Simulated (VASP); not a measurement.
The system is Al.

```
CELL_PARAMETERS angstrom
0.00000 2.02481 2.02481
2.02481 0.00000 2.02481
2.02481 2.02481 0.00000
ATOMIC_POSITIONS crystal
Al 0.00000 0.00000 0.00000
```

* Program: VASP 6.6.1
* Task: relaxation of cell and atoms
* Functional: PBEsol
* Potentials or basis: VASP PAW PBE potentials, release 64 (Al)
* Cutoff: 600 eV
* k mesh: 11 × 11 × 11
* Occupations: fermi-dirac, width 0.05 eV
* Spin: no spin polarisation

At the start: pressure -1.9 GPa; volume 16.60 Å³/atom.

Task: How do energy, volume and symmetry change on relaxing?

Result: Over 3 steps the energy falls by 2.3 meV/atom and the volume is 16.22 Å³/atom (-2.3 %); space group Fm-3m (No. 225, to 0.05 Å).

Step by step:
```
step  energy change (eV)  largest force (eV/Å)  pressure (GPa)  volume (Å³)
   1              0.0000                0.0000           -1.87        16.60
   2             -0.0022                0.0000            0.39        16.14
   3             -0.0023                0.0000            0.00        16.22
```

Final structure:
```xyz
1
Lattice="0.0000 2.0089 2.0089 2.0089 0.0000 2.0089 2.0089 2.0089 0.0000" Properties=species:S:1:pos:R:3 pbc="T T T"
Al    0.0000    0.0000    0.0000
```

The cell as given is a measured one (16.60 Å³/atom); PBEsol puts the equilibrium volume -2.3 % from it, thermal expansion not counted.

Caveat: the PAW data sets were made with another functional, which shifts forces and pressure a little.
